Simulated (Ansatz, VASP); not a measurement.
Given: the input of a run of VASP 6.6.1 on MoS2.

File INCAR:

```
SYSTEM = MoS2
  PREC = Accurate
  ENCUT = 520
  EDIFF = 1E-6
  ISMEAR = -1
  SIGMA = 0.05
  LREAL = .FALSE.
  LASPH = .TRUE.
  NELM = 80
  ALGO = Normal
  ISIF = 2
  LWAVE = .FALSE.
  LCHARG = .TRUE.
  GGA = PE
  LELF = .TRUE.
  LVHAR = .TRUE.
  NBANDS = 35
```

File KPOINTS:

```
regular mesh
0
G
  10 10 1
  0 0 0
```

Contents of POSCAR:

```
MoS2
1.0
    3.1841260822      0.0000000000      0.0000000000
   -1.5920630411      2.7575340760      0.0000000000
    0.0000000000      0.0000000000     35.4372499633
S Mo
4 2
Direct
    0.3333333300      0.6666666600      0.2116417049
    0.3333333300      0.6666666600      0.2991950567
    0.3333333300      0.6666666600      0.7008049433
    0.3333333300      0.6666666600      0.7883582951
    0.0000000000      0.0000000000      0.2554183808
    0.0000000000      0.0000000000      0.7445816192
```

Potentials or basis: VASP PAW PBE potentials, release 64 (S, Mo_sv).

The run is started by

```bash
$ cat potpaw_PBE.64/S/POTCAR potpaw_PBE.64/Mo_sv/POTCAR > POTCAR
$ mpirun -np 1 vasp_std > vasp.out
```

**Question.** Translate it to Ansatz 0.2.0. Potentials there: all-electron LAPW, scalar-relativistic.

**Answer.** As run (the cutoff follows the program's own potentials):

File input.yaml:

```yaml
crystal:
  lattice:
    - [3.1841260822, 0.0, 0.0]
    - [-1.5920630411, 2.757534076, 0.0]
    - [0.0, 0.0, 35.4372499633]
  atoms:
    - { symbol: S, position: [0.33333333, 0.66666666, 0.2116417049] }
    - { symbol: Mo, position: [0.0, 0.0, 0.2554183808] }
    - { symbol: S, position: [0.33333333, 0.66666666, 0.2991950567] }
    - { symbol: S, position: [0.33333333, 0.66666666, 0.7008049433] }
    - { symbol: Mo, position: [0.0, 0.0, 0.7445816192] }
    - { symbol: S, position: [0.33333333, 0.66666666, 0.7883582951] }
kpoints:
  mp_grid: { grid: [10, 10, 1] }
scf:
  occupations: { method: fermi_dirac, width: 0.05 }
hamiltonian:
  xc: pbe
  pseudopotentials: { kind: all_electron, lapw: { basis_error: 0.002 } }
output:
  forces: true
  stress: true
  eigenvalues: true
```

Potentials or basis: all-electron LAPW, scalar-relativistic.

The run is started by

```bash
$ ansatz run input.yaml --threads 8 --pin off --max-ram 28672MiB --backend cpu --events-out ev --progress --plain --runs-dir out
```

Both were run:

|  | VASP | Ansatz | Ansatz less VASP |
| --- | --- | --- | --- |
| gap on the k mesh at the Fermi level (eV) | 1.74 | 1.73 | -0.009 |
| least direct gap on the mesh (eV) | 1.93 | 1.92 | -0.003 |
| rms of the force components (eV/Å) | 0.097 | 0.103 | +0.0065 |

Ansatz ran all-electron here, and VASP with PAW potentials.
